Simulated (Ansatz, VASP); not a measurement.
## SiC: VASP beside Ansatz

```
CELL_PARAMETERS angstrom
3.09197 0.00000 0.00000
-1.54598 2.67772 0.00000
0.00000 0.00000 5.07433
ATOMIC_POSITIONS crystal
Si 0.33333 0.66667 0.00008
Si 0.66667 0.33333 0.50008
C 0.33333 0.66667 0.37592
C 0.66667 0.33333 0.87592
```

Alike in both runs: functional PBE; k mesh 13 × 13 × 7; occupations fermi-dirac, width 0.08 eV; no spin polarisation.

Ansatz relaxed the structure, and its values are those at the end. VASP's run is a single point on that final structure, the one shown.

|  | VASP | Ansatz |
| --- | --- | --- |
| version | VASP 6.6.1 | Ansatz 0.2.0 |
| potentials or method | VASP PAW PBE potentials, release 64 (Si, C) | PAW with Ansatz's default frozen-core files, scalar-relativistic |
| plane-wave cutoff (eV) | 520 | 420 |
| valence electrons in the cell | 16 | 16 |

|  | VASP | Ansatz | Ansatz less VASP |
| --- | --- | --- | --- |
| pressure (GPa) | -0.1 | 0.0 | +0.05 |
